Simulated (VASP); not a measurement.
# Ba (Fd-3m) in VASP: further runs, part 2 of 2

VASP 6.6.1. Earlier steps stand in the parts before.

### 3 Single point, PBEsol (25.42 Å³/atom)

File INCAR:

```
SYSTEM = Ba
ALGO     = Normal         ! electronic algorithm
EDIFF    = 1E-6           ! SCF threshold, eV
ENCUT    = 520            ! plane-wave cutoff, eV
GGA      = PS             ! functional
ISIF     = 2              ! what is computed and relaxed
ISMEAR   = -1             ! smearing method
LASPH    = .TRUE.         ! aspherical terms in the spheres
LCHARG   = .FALSE.        ! write CHGCAR
LREAL    = .FALSE.        ! projectors in reciprocal space
LWAVE    = .FALSE.        ! write WAVECAR
NBANDS   = 17             ! bands
NELM     = 100            ! most SCF steps
PREC     = Accurate       ! precision mode
SIGMA    = 0.05           ! smearing width, eV
```

File KPOINTS:

```
k-points
0
G
  9 9 9
  0 0 0
```

File POSCAR:

```
Ba
1.0
    0.0000000000      2.9403893908      2.9403893908
    2.9403893908      0.0000000000      2.9403893908
    2.9403893908      2.9403893908      0.0000000000
Ba
2
Direct
   -0.1250000000     -0.1250000000     -0.1250000000
    0.1250000000      0.1250000000      0.1250000000
```

Potentials or basis: VASP PAW PBE potentials, release 64 (Ba_sv).

Command:

```sh
$ cat potpaw_PBE.64/Ba_sv/POTCAR > POTCAR
$ mpirun -np 1 vasp_std > vasp.out
```

OUTCAR:

```text
SYSTEM = Ba
   EDIFF = 1E-6
   ENCUT = 520
   GGA = PS
   ISIF = 2
   ISMEAR = -1
   LASPH = .TRUE.
   LREAL = .FALSE.
   NELM = 100
   PREC = Accurate

 ion  position               nearest neighbor table
   1  0.875  0.875  0.875-   2 2.55   2 2.55   2 2.55   2 2.55
   2  0.125  0.125  0.125-   1 2.55   1 2.55   1 2.55   1 2.55

  LATTYP: Found a face centered cubic cell.
 ALAT       =     5.8807787816

  Lattice vectors:

 A1 = (   0.0000000000,   2.9403893908,   2.9403893908)
 A2 = (   2.9403893908,   0.0000000000,   2.9403893908)
 A3 = (   2.9403893908,   2.9403893908,   0.0000000000)

Analysis of symmetry for initial positions (statically):
=====================================================================
 Subroutine PRICEL returns:
 Original cell was already a primitive cell.

 Routine SETGRP: Setting up the symmetry group for a
 face centered cubic supercell.

 Subroutine GETGRP returns: Found 48 space group operations
 (whereof 12 operations were pure point group operations)
 out of a pool of 48 trial point group operations.

The static configuration has the point symmetry D_3d.
 The point group associated with its full space group is O_h .

Analysis of symmetry for dynamics (positions and initial velocities):
[... 154 lines left out ...]
  ---------------------------------------------------
  free energy    TOTEN  =         4.40225511 eV

  energy without entropy =        4.41693098  energy(sigma->0) =        4.40959305

 E-fermi :   5.2299     XC(G=0): -10.8496

 val. band max:        5.2255987092   @ k =   0.3333   0.1111   0.0000
 cond. band min:       5.2778037658   @ k =  -0.4444   0.1111   0.0000
 fundamental gap:      0.0522050567
 Fermi energy:         5.2299100993

 k-point     1 :       0.0000    0.0000    0.0000
  band No.  band energies     occupation
      1     -25.7185      2.00000
      2     -19.9506      2.00000
      3     -10.7693      2.00000
      4     -10.7693      2.00000
      5     -10.7693      2.00000
      6      -6.7337      2.00000
[... 457 lines left out ...]
      4     -12.0793      2.00000
      5      -8.2771      2.00000
      6      -7.8443      2.00000
[... 9 lines left out ...]
     16      14.2530      0.00000
     17      14.2927      0.00000

 [... further k-points ...]
[... 5 lines left out ...]
  --------------------------------------------------------------------------------------
  -------------------------------------------------------------------------------------
  Total       26.9941812     26.9941812     26.9941812      0.0000000     -0.0000000      0.0000000
  in kB      850.6212025    850.6212025    850.6212025      0.0000000     -0.0000000      0.0000000
  external PRESSURE =     850.6212025 kB  Pullay stress =       0.0000000 kB

 VOLUME and BASIS-vectors are now :
 -----------------------------------------------------------------------------
  energy-cutoff  :      520.00
  volume of cell :       50.84
      direct lattice vectors                 reciprocal lattice vectors
     0.000000000  2.940389391  2.940389391    -0.170045505  0.170045505  0.170045505
     2.940389391  0.000000000  2.940389391     0.170045505 -0.170045505  0.170045505
     2.940389391  2.940389391  0.000000000     0.170045505  0.170045505 -0.170045505

 POSITION                                       TOTAL-FORCE (eV/Angst)
 -----------------------------------------------------------------------------------
      5.14568      5.14568      5.14568         0.000000     -0.000000      0.000000
      0.73510      0.73510      0.73510        -0.000000      0.000000     -0.000000
 -----------------------------------------------------------------------------------
    total drift:                                0.000000      0.000000     -0.000000

  FREE ENERGIE OF THE ION-ELECTRON SYSTEM (eV)
  ---------------------------------------------------
  free  energy   TOTEN  =         4.4022551115 eV

  energy  without entropy=        4.4169309819  energy(sigma->0) =        4.40959305
```

OSZICAR:

```text
N       E                     dE             d eps       ncg     rms          rms(c)
DAV:   1     0.145384158321E+03    0.14538E+03   -0.98194E+03  1190   0.107E+03
DAV:   2     0.108388557534E+02   -0.13455E+03   -0.12965E+03  1723   0.228E+02
DAV:   3     0.398805608490E+01   -0.68508E+01   -0.67431E+01  1579   0.504E+01
DAV:   4     0.380061618443E+01   -0.18744E+00   -0.18734E+00  1593   0.671E+00
DAV:   5     0.379903950630E+01   -0.15767E-02   -0.15766E-02  1601   0.624E-01    0.324E+01
DAV:   6     0.421836435958E+01    0.41932E+00   -0.17749E-01  1514   0.269E+00    0.191E+01
DAV:   7     0.440108793977E+01    0.18272E+00   -0.28154E-01  1826   0.351E+00    0.446E-01
DAV:   8     0.440229839263E+01    0.12105E-02   -0.81887E-03  1452   0.596E-01    0.272E-01
DAV:   9     0.440223090268E+01   -0.67490E-04   -0.25757E-04  1649   0.923E-02    0.812E-02
DAV:  10     0.440225586384E+01    0.24961E-04   -0.89272E-05  1501   0.657E-02    0.482E-02
DAV:  11     0.440225511153E+01   -0.75231E-06   -0.43813E-06  1472   0.136E-02
   1 F= 0.44022551E+01 E0= 0.44095930E+01  d E =-.146759E-01
```

stdout:

```text
POSCAR found type information on POSCAR Ba
 POSCAR found :  1 types and       2 ions
 scaLAPACK will be used
 -----------------------------------------------------------------------------
|                                                                             |
|                                                                             |
|     You enforced a specific xc type in the INCAR file but a different       |
|     I HOPE YOU KNOW WHAT YOU ARE DOING!                                     |
|                                                                             |
 -----------------------------------------------------------------------------

 LDA part: xc-table for (Slater+PW92), standard interpolation
 POSCAR, INCAR and KPOINTS ok, starting setup
 FFT: planning ... GRIDC
 FFT: planning ... GRID_SOFT
 FFT: planning ... GRID
 WAVECAR not read
 entering main loop
```

Wall time 22 s (1 thread of Intel Xeon Platinum 8259CL at 2.50GHz (Skylake/Cascade Lake), shared host); peak memory 0.18 GiB.

What came out:

- Free energy: 4.4023 eV
- Pressure: 85.1 GPa
- Band gap on the k mesh: zero (bands 10 and 11 overlap by 1.27 eV)

Caveat: the cell stands under pressure; the PAW data sets were made with another functional, which shifts forces and pressure a little; spin-orbit coupling is left out, which moves the levels of the heavy elements.

### 4 Single point, PBEsol (29.49 Å³/atom)

This run uses another cell than the first one, of 29.49 Å³/atom.

File INCAR:

```
SYSTEM = Ba
PREC     = Accurate       ! precision mode
ENCUT    = 520            ! plane-wave cutoff, eV
EDIFF    = 1E-7           ! SCF threshold, eV
ISMEAR   = -1             ! smearing method
SIGMA    = 0.05           ! smearing width, eV
LREAL    = .False.        ! projectors in reciprocal space
LASPH    = .True.         ! aspherical terms in the spheres
NELM     = 100            ! most SCF steps
ALGO     = Normal         ! electronic algorithm
ISIF     = 2              ! what is computed and relaxed
LWAVE    = .False.        ! write WAVECAR
LCHARG   = .False.        ! write CHGCAR
GGA      = PS             ! functional
NBANDS   = 17             ! bands
```

File KPOINTS:

```
regular mesh
0
Gamma
  9 9 9
  0 0 0
```

File POSCAR:

```
Ba
1.0
    0.0000000000      3.0895188088      3.0895188088
    3.0895188088      0.0000000000      3.0895188088
    3.0895188088      3.0895188088      0.0000000000
Ba
2
Direct
   -0.1250000000     -0.1250000000     -0.1250000000
    0.1250000000      0.1250000000      0.1250000000
```

Command:

```sh
$ cat potpaw_PBE.64/Ba_sv/POTCAR > POTCAR
$ mpirun -np 1 vasp_std > vasp.out
```

It took 35 s on 1 thread of Intel Xeon Platinum 8259CL at 2.50GHz (Skylake/Cascade Lake), shared host; peak memory 0.18 GiB.

Results (log left out):

- Free energy: 1.1662 eV
- Pressure: 46.4 GPa
- Band gap on the k mesh: zero (bands 10 and 11 overlap by 0.80 eV)

Levels at points of the mesh, in eV from the Fermi level:
```tsv
k point	band 6	band 7	band 8	band 9	band 10	band 11	band 12	band 13	band 14	band 15
(0.00, 0.00, 0.00)	-12.10	-12.10	-12.10	-1.50	-0.12	-0.12	2.86	2.86	2.86	7.56
```

Caveat: the cell stands under pressure; the PAW data sets were made with another functional, which shifts forces and pressure a little; spin-orbit coupling is left out, which moves the levels of the heavy elements.

### 5 Single point, PBEsol (29.49 Å³/atom)

This run uses another cell than the first one, of 29.49 Å³/atom.

File INCAR:

```
PREC     = Accurate       # precision mode
ENCUT    = 520            # plane-wave cutoff, eV
EDIFF    = 1E-6           # SCF threshold, eV
ISMEAR   = -1             # smearing method
SIGMA    = 0.05           # smearing width, eV
LREAL    = False          # projectors in reciprocal space
LASPH    = True           # aspherical terms in the spheres
NELM     = 100            # most SCF steps
ALGO     = Normal         # electronic algorithm
ISIF     = 2              # what is computed and relaxed
LWAVE    = False          # write WAVECAR
LCHARG   = True           # write CHGCAR
GGA      = PS             # functional
LELF     = True           # ELF
LVHAR    = True         
NBANDS   = 17             # bands
```

File KPOINTS:

```
Automatic mesh
0
Gamma
  9 9 9
```

POSCAR is that of step 4.

Command:

```sh
$ cat potpaw_PBE.64/Ba_sv/POTCAR > POTCAR
$ mpirun -np 1 vasp_std > vasp.out
```

Run time: 40 s. Hardware: 1 thread of Intel Xeon Platinum 8259CL at 2.50GHz (Skylake/Cascade Lake), shared host; peak memory 0.18 GiB.

The run converged. Its results:

- Free energy: 1.1662 eV
- Pressure: 46.4 GPa
- Band gap on the k mesh: zero (bands 10 and 11 overlap by 0.80 eV)

Levels at points of the mesh, in eV from the Fermi level:
| k point | band 6 | band 7 | band 8 | band 9 | band 10 | band 11 | band 12 | band 13 | band 14 | band 15 |
| --- | --- | --- | --- | --- | --- | --- | --- | --- | --- | --- |
| (0.00, 0.00, 0.00) | -12.10 | -12.10 | -12.10 | -1.50 | -0.12 | -0.12 | 2.86 | 2.86 | 2.86 | 7.56 |

Caveat: the cell stands under pressure; the PAW data sets were made with another functional, which shifts forces and pressure a little; spin-orbit coupling is left out, which moves the levels of the heavy elements.

The gap in the log of VASP goes by the Fermi energy; the results here count the filled bands.